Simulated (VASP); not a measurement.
# CuSb (Fm-3m) in VASP: a series of runs

The runs below take CuSb through single point, with r2SCAN.

Program: VASP 6.6.1. These are calculated values, not measurements. Logs are shortened: lines on timing, memory, paths and dates and some standing lists are left out, and cuts for length are marked.

## (1) The cell of the first run

It takes space group Fm-3m (No. 225, cubic). The conventional cell has a = 5.401 Å, b = 5.401 Å, c = 5.401 Å, α = 90.00°, β = 90.00°, γ = 90.00°. Within 3.6 Å of Cu (site symmetry m-3m) lie 6 Sb at 2.70 Å. Sb (site symmetry m-3m) has 6 Cu at 2.70 Å within 3.6 Å.

## (2) Single point, r2SCAN

The input, POSCAR:

```
CuSb
1.0
    0.0000000000      2.7003439334      2.7003439334
    2.7003439334      0.0000000000      2.7003439334
    2.7003439334      2.7003439334      0.0000000000
Cu Sb
1 1
Direct
    0.5000000000      0.5000000000      0.5000000000
    0.0000000000      0.0000000000      0.0000000000
```

The input, INCAR.step1:

```
SYSTEM = CuSb
  ALGO = Normal
  EDIFF = 1E-4
  ENCUT = 520
  GGA = PE
  ISMEAR = 0
  LASPH = .TRUE.
  LCHARG = .FALSE.
  LREAL = .FALSE.
  LWAVE = .TRUE.
  NBANDS = 15
  NELM = 100
  PREC = Accurate
  SIGMA = 0.05
```

The input, INCAR.step2:

```
SYSTEM = CuSb
  ALGO = Normal
  EDIFF = 1E-6
  ENCUT = 520
  ISIF = 2
  ISMEAR = 0
  ISTART = 1
  LASPH = .TRUE.
  LCHARG = .TRUE.
  LELF = .TRUE.
  LMIXTAU = .TRUE.
  LREAL = .FALSE.
  LVHAR = .TRUE.
  LWAVE = .FALSE.
  METAGGA = R2SCAN
  NBANDS = 15
  NELM = 100
  PREC = Accurate
  SIGMA = 0.05
```

The input, KPOINTS:

```
k-points
0
G
  12 12 12
  0 0 0
```

Potentials or basis: VASP PAW PBE potentials, release 64 (Cu, Sb).

Launch:

```console
$ cat potpaw_PBE.64/Cu/POTCAR potpaw_PBE.64/Sb/POTCAR > POTCAR
$ cp INCAR.step1 INCAR
$ mpirun -np 1 vasp_std > vasp.out
$ cp INCAR.step2 INCAR
$ mpirun -np 1 vasp_std > vasp.out
```

OUTCAR:

```text
SYSTEM = CuSb
   EDIFF = 1E-6
   ENCUT = 520
   ISIF = 2
   ISMEAR = 0
   ISTART = 1
   LASPH = .TRUE.
   LREAL = .FALSE.
   METAGGA = R2SCAN
   NELM = 100
   PREC = Accurate

 ion  position               nearest neighbor table
   1  0.500  0.500  0.500-   2 2.70   2 2.70   2 2.70   2 2.70   2 2.70   2 2.70
   2  0.000  0.000  0.000-   1 2.70   1 2.70   1 2.70   1 2.70   1 2.70   1 2.70

  LATTYP: Found a face centered cubic cell.
 ALAT       =     5.4006878668

  Lattice vectors:

 A1 = (   0.0000000000,   2.7003439334,   2.7003439334)
 A2 = (   2.7003439334,   0.0000000000,   2.7003439334)
 A3 = (   2.7003439334,   2.7003439334,   0.0000000000)

Analysis of symmetry for initial positions (statically):
=====================================================================
 Subroutine PRICEL returns:
 Original cell was already a primitive cell.

 Routine SETGRP: Setting up the symmetry group for a
 face centered cubic supercell.

 Subroutine GETGRP returns: Found 48 space group operations
 (whereof 48 operations were pure point group operations)
 out of a pool of 48 trial point group operations.

The static configuration has the point symmetry O_h .

Analysis of symmetry for dynamics (positions and initial velocities):
=====================================================================
 Subroutine PRICEL returns:
 Original cell was already a primitive cell.

 Routine SETGRP: Setting up the symmetry group for a
 face centered cubic supercell.

 Subroutine GETGRP returns: Found 48 space group operations
 (whereof 48 operations were pure point group operations)
 out of a pool of 48 trial point group operations.

The dynamic configuration has the point symmetry O_h .

 Subroutine INISYM returns: Found 48 space group operations
 (whereof 48 operations are pure point group operations),
 and found     1 'primitive' translations

----------------------------------------------------------------------------------------

                                     Primitive cell

  volume of cell :      39.3810

  direct lattice vectors                    reciprocal lattice vectors
     0.000000000  2.700343933  2.700343933    -0.185161599  0.185161599  0.185161599
     2.700343933  0.000000000  2.700343933     0.185161599 -0.185161599  0.185161599
     2.700343933  2.700343933  0.000000000     0.185161599  0.185161599 -0.185161599

  length of vectors
     3.818863014  3.818863014  3.818863014     0.320709297  0.320709297  0.320709297

  position of ions in fractional coordinates (direct lattice)
     0.500000000  0.500000000  0.500000000
     0.000000000  0.000000000  0.000000000

  ion indices of the primitive-cell ions
   primitive index   ion index
                 1           1
                 2           2

----------------------------------------------------------------------------------------

 KPOINTS: k-points

Automatic generation of k-mesh.
 Grid dimensions read from file:
 generate k-points for:   12   12   12

 Generating k-lattice:

  Cartesian coordinates                     Fractional coordinates (reciprocal lattice)
    -0.015430133  0.015430133  0.015430133     0.083333333  0.000000000  0.000000000
     0.015430133 -0.015430133  0.015430133     0.000000000  0.083333333  0.000000000
     0.015430133  0.015430133 -0.015430133     0.000000000  0.000000000  0.083333333

  Length of vectors
     0.026725775  0.026725775  0.026725775

  Shift w.r.t. Gamma in fractional coordinates (k-lattice)
     0.000000000  0.000000000  0.000000000

 Subroutine IBZKPT returns following result:
 ===========================================

 Found     72 irreducible k-points:

 Following reciprocal coordinates:
            Coordinates               Weight
  0.000000  0.000000  0.000000      1.000000
  0.083333  0.000000  0.000000      8.000000
  0.166667  0.000000  0.000000      8.000000
  0.250000  0.000000  0.000000      8.000000
  0.333333  0.000000  0.000000      8.000000
  0.416667  0.000000  0.000000      8.000000
[... 16 lines left out ...]
  0.500000  0.166667  0.000000     24.000000
 -0.416667  0.166667  0.000000     24.000000
 [... further k-points ...]
   k-points           NKPTS =     72   k-points in BZ     NKDIM =     72   number of bands    NBANDS=     15
   number of dos      NEDOS =    301   number of ions     NIONS =      2
   total plane-waves  NPLWV =  21952
   dimension x,y,z NGX =    28 NGY =   28 NGZ =   28
   dimension x,y,z NGXF=    56 NGYF=   56 NGZF=   56
   ions per type =               1   1
   NGX,Y,Z   is equivalent  to a cutoff of  12.19, 12.19, 12.19 a.u.
   NGXF,Y,Z  is equivalent  to a cutoff of  24.38, 24.38, 24.38 a.u.
 SYSTEM =  CuSb
   PREC   = accura    normal or accurate (medium, high low for compatibility)
   ISTART =      1    job   : 0-new  1-cont  2-samecut
   ICHARG =      0    charge: 1-file 2-atom 10-const
   ISPIN  =      1    spin polarized calculation?
   LNONCOLLINEAR =      F non collinear calculations
   LSORBIT =      F    spin-orbit coupling
   LASPH  =      T    aspherical Exc in radial PAW
   ENCUT  =  520.0 eV  38.22 Ry    6.18 a.u.   7.10  7.10  7.10*2*pi/ulx,y,z
   NELM   =    100;   NELMIN=  2; NELMDL=  0     # of ELM steps
   EDIFF  = 0.1E-05   stopping-criterion for ELM
   LREAL  =      F    real-space projection
   EDIFFG = 0.1E-04   stopping-criterion for IOM
   NSW    =      0    number of steps for IOM
   IBRION =     -1    ionic relax: 0-MD 1-quasi-New 2-CG
   NFREE  =      0    steps in history (QN), initial steepest desc. (CG)
   ISIF   =      2    stress and relaxation
   ISYM   =      2    0-nonsym 1-usesym 2-fastsym
   POTIM  = 0.5000    time-step for ionic-motion
   TEBEG  =    0.0;   TEEND  =   0.0 temperature during run
   PSTRESS=    0.0 pullay stress
   NELECT =      16.0000    total number of electrons
   NUPDOWN=      -1.0000    fix difference up-down
   EMIN   =  10.00;   EMAX   =-10.00  energy-range for DOS
   EFERMI =   0.00;   METHOD = LEGACY
   ISMEAR =     0;   SIGMA  =   0.05  broadening in eV -4-tet -1-fermi 0-gaus
   EFERMI_NEDOS =   21; number of points for ismear=-14 and -15
   IALGO  =     38    algorithm
   IMIX   =      4    mixing-type and parameters
     AMIX     =   0.40;   BMIX     =  1.00
     AMIX_MAG =   1.60;   BMIX_MAG =  1.00
  volume/ion in A,a.u.               =      19.69       132.88
  Fermi-wavevector in a.u.,A,eV,Ry     =   1.212511  2.291314 20.003058  1.470183
  Thomas-Fermi vector in A             =   2.347993
   LORBIT       =      0    0 simple, 1 ext, 2 COOP (PROOUT), +10 PAW based schemes
   METAGGA = R2SCAN    functional components
   LHFCALC =     F    Hartree Fock is set to
   AEXX    =    0.0000 exact exchange contribution
   IVDW    =     0    specifies the selected vdW correction
   LEPSILON=     F    determine dielectric tensor
   LRPA    =     F    only Hartree local field effects (RPA)
 non-spin polarized calculation
 Gauss-broadening in eV      SIGMA  =   0.05
  energy-cutoff  :      520.00
  volume of cell :       39.38
 maximum number of plane-waves:      1074
   NGX = 15   NGY = 15   NGZ = 15

 number of electron      15.9999989 magnetization

 Free energy of the ion-electron system (eV)
  ---------------------------------------------------
  ext. energy  EPLUGINS =         0.00000000
  ---------------------------------------------------
  free energy    TOTEN  =       -36.17340294 eV

  energy without entropy =      -36.17288677  energy(sigma->0) =      -36.17314486

 E-fermi :   7.7506     XC(G=0): -11.5064

 val. band max:        7.7338819447   @ k =   0.1667   0.0833   0.0000
 cond. band min:       7.8266245767   @ k =   0.5000   0.2500   0.0000
 fundamental gap:      0.0927426320
 Fermi energy:         7.7505680907

 k-point     1 :       0.0000    0.0000    0.0000
  band No.  band energies     occupation
      1      -4.7348      2.00000
      2       4.3785      2.00000
      3       4.3786      2.00000
      4       4.3786      2.00000
      5       4.4119      2.00000
      6       4.4119      2.00000
      7       9.4931      0.00000
      8       9.4931      0.00000
      9       9.4931      0.00000
     10      13.9446      0.00000
     11      16.4953      0.00000
     12      16.4953      0.00000
     13      16.4953      0.00000
     14      17.4682      0.00000
     15      18.1745      0.00000

 k-point     2 :       0.0833    0.0000    0.0000
  band No.  band energies     occupation
      1      -4.6288      2.00000
      2       4.3465      2.00000
      3       4.3547      2.00000
      4       4.3549      2.00000
      5       4.4012      2.00000
      6       4.4014      2.00000
      7       8.6870      0.00000
      8       9.5339      0.00000
      9       9.5339      0.00000
     10      14.4407      0.00000
     11      16.0147      0.00000
     12      16.5831      0.00000
     13      16.5831      0.00000
     14      17.4753      0.00000
     15      17.4754      0.00000

 k-point     3 :       0.1667    0.0000    0.0000
  band No.  band energies     occupation
      1      -4.3143      2.00000
      2       4.2169      2.00000
      3       4.2278      2.00000
      4       4.2280      2.00000
      5       4.4392      2.00000
      6       4.4393      2.00000
      7       7.1390      2.00000
      8       9.6516      0.00000
      9       9.6516      0.00000
     10      14.3833      0.00000
     11      15.9391      0.00000
     12      15.9392      0.00000
     13      16.6102      0.00000
     14      17.3890      0.00000
     15      17.4715      0.00000

 k-point     4 :       0.2500    0.0000    0.0000
  band No.  band energies     occupation
      1      -3.8050      2.00000
      2       3.8030      2.00000
      3       4.0609      2.00000
      4       4.0610      2.00000
      5       4.4954      2.00000
      6       4.4955      2.00000
      7       5.7595      2.00000
      8       9.8349      0.00000
      9       9.8349      0.00000
     10      13.8490      0.00000
     11      14.8632      0.00000
     12      14.8633      0.00000
     13      16.5399      0.00000
     14      18.3357      0.00000
     15      18.3365      0.00000
[... 307 lines left out ...]
 k-point    22 :       0.4167    0.1667    0.0000
  band No.  band energies     occupation
      1      -2.6073      2.00000
      2       2.5908      2.00000
      3       3.8080      2.00000
      4       4.0011      2.00000
      5       4.5406      2.00000
      6       4.6150      2.00000
      7       5.0672      2.00000
      8       8.4046      0.00000
      9       8.6228      0.00000
     10      11.5258      0.00000
     11      15.3301      0.00000
     12      15.9881      0.00000
     13      17.0672      0.00000
     14      18.5555      0.00000
     15      21.9359      0.00000

 k-point    23 :       0.5000    0.1667    0.0000
  band No.  band energies     occupation
      1      -2.0099      2.00000
      2       1.7790      2.00000
      3       3.6934      2.00000
      4       3.8755      2.00000
      5       4.5984      2.00000
      6       4.6297      2.00000
      7       4.8693      2.00000
      8       8.1201      0.00000
      9       8.7909      0.00000
     10      11.6557      0.00000
     11      15.2565      0.00000
     12      15.4758      0.00000
     13      18.0844      0.00000
     14      18.5924      0.00000
     15      22.0670      0.00000

 k-point    24 :      -0.4167    0.1667    0.0000
  band No.  band energies     occupation
      1      -1.8897      2.00000
      2       1.6068      2.00000
      3       3.6937      2.00000
      4       3.8107      2.00000
      5       4.6111      2.00000
      6       4.6342      2.00000
      7       4.8655      2.00000
      8       7.6632      1.98655
      9       9.3276      0.00000
     10      11.9756      0.00000
     11      14.6574      0.00000
     12      15.4627      0.00000
     13      18.5430      0.00000
     14      19.7231      0.00000
     15      20.5262      0.00000

 [... further k-points ...]
[... 5 lines left out ...]
  --------------------------------------------------------------------------------------
  -------------------------------------------------------------------------------------
  Total       -0.1874261     -0.1874261     -0.1874261      0.0000000      0.0000000      0.0000000
  in kB       -7.6252379     -7.6252379     -7.6252379      0.0000000      0.0000000      0.0000000
  external PRESSURE =      -7.6252379 kB  Pullay stress =       0.0000000 kB

 VOLUME and BASIS-vectors are now :
 -----------------------------------------------------------------------------
  energy-cutoff  :      520.00
  volume of cell :       39.38
      direct lattice vectors                 reciprocal lattice vectors
     0.000000000  2.700343933  2.700343933    -0.185161599  0.185161599  0.185161599
     2.700343933  0.000000000  2.700343933     0.185161599 -0.185161599  0.185161599
     2.700343933  2.700343933  0.000000000     0.185161599  0.185161599 -0.185161599

 POSITION                                       TOTAL-FORCE (eV/Angst)
 -----------------------------------------------------------------------------------
      2.70034      2.70034      2.70034         0.000000     -0.000000     -0.000000
      0.00000      0.00000      0.00000        -0.000000      0.000000      0.000000
 -----------------------------------------------------------------------------------
    total drift:                                0.000000      0.000000      0.000000

  FREE ENERGIE OF THE ION-ELECTRON SYSTEM (eV)
  ---------------------------------------------------
  free  energy   TOTEN  =       -36.1734029391 eV

  energy  without entropy=      -36.1728867748  energy(sigma->0) =      -36.17314486
```

Run time: 1.9 min. Hardware: 1 thread of Intel Xeon Platinum 8488C (Sapphire Rapids), shared host; peak memory 0.19 GiB.

What came out:

```yaml
Free_energy: -36.1734 eV
Pressure: -0.8 GPa
Band_gap_on_the_k_mesh: zero (band 8 reaches 10.38 eV, above the bottom of band 9 at 5.28 eV)
```

Caveat: the PAW data sets were made with another functional, which shifts forces and pressure a little; spin-orbit coupling is left out, which moves the levels of the heavy elements.

## (3) Single point, r2SCAN

This run uses another cell than the first one, of 19.94 Å³/atom, 1.012 times its volume.

The input, POSCAR:

```
CuSb
1.0
    0.0000000000      2.7115399837      2.7115399837
    2.7115399837      0.0000000000      2.7115399837
    2.7115399837      2.7115399837      0.0000000000
Cu Sb
1 1
Direct
    0.5000000000      0.5000000000      0.5000000000
    0.0000000000      0.0000000000      0.0000000000
```

The input, INCAR.step1:

```
  PREC = Accurate
  ENCUT = 520
  ISMEAR = 0
  SIGMA = 0.05
  LREAL = F
  LASPH = T
  NELM = 60
  NBANDS = 15
  GGA = PE
  ALGO = Normal
  EDIFF = 1E-4
  LWAVE = T
  LCHARG = F
```

The input, INCAR.step2:

```
  PREC = Accurate
  ENCUT = 520
  EDIFF = 1E-6
  ISMEAR = 0
  SIGMA = 0.05
  LREAL = F
  LASPH = T
  NELM = 60
  ALGO = Normal
  ISIF = 2
  LWAVE = F
  LCHARG = F
  METAGGA = R2SCAN
  LMIXTAU = T
  NBANDS = 15
  ISTART = 1
```

The input, KPOINTS:

```
Automatic mesh
0
Gamma
  12 12 12
```

Potentials or basis: VASP PAW PBE potentials, release 64 (Cu, Sb).

Launch:

```console
$ cat potpaw_PBE.64/Cu/POTCAR potpaw_PBE.64/Sb/POTCAR > POTCAR
$ cp INCAR.step1 INCAR
$ mpirun -np 1 vasp_std > vasp.out
$ cp INCAR.step2 INCAR
$ mpirun -np 1 vasp_std > vasp.out
```

Wall time 3 min (1 thread of Intel Xeon Platinum 8488C (Sapphire Rapids), shared host); peak memory 0.2 GiB.

It converged, with:

* Free energy: -36.1699 eV
* Pressure: -1.7 GPa
* Band gap on the k mesh: zero (band 8 reaches 10.18 eV, above the bottom of band 9 at 5.15 eV)

Levels at points of the mesh, in eV from the Fermi level:
```tsv
k point	band 5	band 6	band 7	band 8	band 9	band 10	band 11	band 12
(0.00, 0.00, 0.00)	-3.28	-3.28	1.72	1.72	1.72	6.05	8.73	8.73
(0.50, 0.00, 0.00)	-3.08	-3.08	-2.84	2.60	2.60	5.23	5.29	5.29
(0.50, 0.50, 0.00)	-3.00	-3.00	-2.47	-1.52	-1.52	0.65	5.07	14.02
```

Caveat: the PAW data sets were made with another functional, which shifts forces and pressure a little; spin-orbit coupling is left out, which moves the levels of the heavy elements.
